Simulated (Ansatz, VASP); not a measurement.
## TiAl3 in VASP and in Ansatz

File INCAR:

```
PREC     = Accurate       # precision mode
ENCUT    = 600            # plane-wave cutoff, eV
EDIFF    = 1E-6           # SCF threshold, eV
ISMEAR   = 0              # smearing method
SIGMA    = 0.1            # smearing width, eV
LREAL    = F              # projectors in reciprocal space
LASPH    = T              # aspherical terms in the spheres
NELM     = 60             # most SCF steps
ALGO     = Normal         # electronic algorithm
ISIF     = 3              # what is computed and relaxed
LWAVE    = F              # write WAVECAR
LCHARG   = F              # write CHGCAR
GGA      = PE             # functional
IBRION   = 2              # ionic algorithm
NSW      = 90             # ionic steps
EDIFFG   = -0.04          # ionic threshold
```

Contents of KPOINTS:

```
Automatic mesh
0
Gamma
  3 3 4
```

Contents of POSCAR:

```
TiAl3
1.0
    6.0479940900      0.0000000000      0.0000000000
   -3.0239970400      5.2377165200      0.0000000000
    0.0000000000      0.0000000000      4.7182219700
Ti Al
2 6
Direct
    0.6666666700      0.3333333300      0.2500000000
    0.3333333300      0.6666666700      0.7500000000
    0.1774635600      0.3549271200      0.2500000000
    0.1774635600      0.8225364400      0.2500000000
    0.6450728800      0.8225364400      0.2500000000
    0.3549271200      0.1774635600      0.7500000000
    0.8225364400      0.1774635600      0.7500000000
    0.8225364400      0.6450728800      0.7500000000
```

Input for Ansatz:

```yaml
crystal:
  lattice:
    - [6.04799409, 0.0, 0.0]
    - [-3.02399704, 5.23771652, 0.0]
    - [0.0, 0.0, 4.71822197]
  atoms:
    - { symbol: Ti, position: [0.66666667, 0.33333333, 0.25] }
    - { symbol: Ti, position: [0.33333333, 0.66666667, 0.75] }
    - { symbol: Al, position: [0.17746356, 0.35492712, 0.25] }
    - { symbol: Al, position: [0.17746356, 0.82253644, 0.25] }
    - { symbol: Al, position: [0.64507288, 0.82253644, 0.25] }
    - { symbol: Al, position: [0.35492712, 0.17746356, 0.75] }
    - { symbol: Al, position: [0.82253644, 0.17746356, 0.75] }
    - { symbol: Al, position: [0.82253644, 0.64507288, 0.75] }
basis:
  ecutwfc: 420
kpoints:
  mp_grid: { grid: [3, 3, 4] }
hamiltonian:
  xc: pbe
scf:
  occupations: { method: gaussian, width: 0.1 }
  lower_state_search: "off"
output:
  forces: true
  stress: true
  eigenvalues: true
relax:
  adjacent_minimum: "off"
  f_tol: 0.04
  max_steps: 70
  cell: { stress_tol: 0.4 }
```

Change from the starting cell: species swapped into the La3Mg type (P6_3/mmc, No. 194).

Alike in both runs: task relaxation of cell and atoms; functional PBE; k mesh 3 × 3 × 4; occupations gaussian, width 0.1 eV; no spin polarisation.

|  | VASP | Ansatz |
| --- | --- | --- |
| version | VASP 6.6.1 | Ansatz 0.2.0 |
| potentials or method | VASP PAW PBE potentials, release 64 (Ti_sv, Al), cutoff 600 eV | scalar-relativistic, plane waves, PAW |
| valence electrons in the cell | 42 | 42 |

```tsv
	VASP	Ansatz	Ansatz less VASP
gap on the k mesh at the Fermi level, each at its own relaxed structure (eV)	none	none	-
relaxed volume (Å³/atom)	15.84	15.84	+0.001
relaxed cell length with the largest relative difference (Å)	4.676	4.672	-0.0043
```

A gap of «none» marks a metal or a gap that the smearing closes.

The k mesh is coarse, so the values compare programs but aren't converged. Noted on VASP's run: the volume moved by over 15 % at a fixed basis, so the end points are rough.
